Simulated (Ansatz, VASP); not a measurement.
**One calculation of PbSe, two programs**

```xyz
2
Lattice="0.0000 2.8616 3.1006 2.8616 0.0000 3.1006 2.8616 2.8616 0.0000" Properties=species:S:1:pos:R:3 pbc="T T T"
Pb    0.0000    0.0000    0.0000
Se    2.8616    2.8616    3.1006
```

Alike in both runs: task single point; functional PBE; dispersion D3(BJ); k mesh 10 × 10 × 10; occupations gaussian, width 0.03 eV; no spin polarisation.

```csv
,VASP,Ansatz
version,VASP 6.6.1,Ansatz 0.2.0
potentials or method,"VASP PAW PBE potentials, release 64 (Pb_d, Se), cutoff 520 eV","scalar-relativistic, plane waves, PAW"
valence electrons in the cell,20,30
```

```tsv
	VASP	Ansatz	Ansatz less VASP
gap on the k mesh at the Fermi level (eV)	0.36	0.36	+0.004
least direct gap on the mesh (eV)	0.40	0.41	+0.005
pressure (GPa)	9.9	9.9	-0.01
traceless stress, the component that is largest in VASP (GPa)	-10.11	-10.09	+0.026
```

VASP's potentials hold 20 valence electrons a cell and Ansatz's 30, so a difference there can come from the potentials and not from the codes.

Spin-orbit coupling is off throughout.
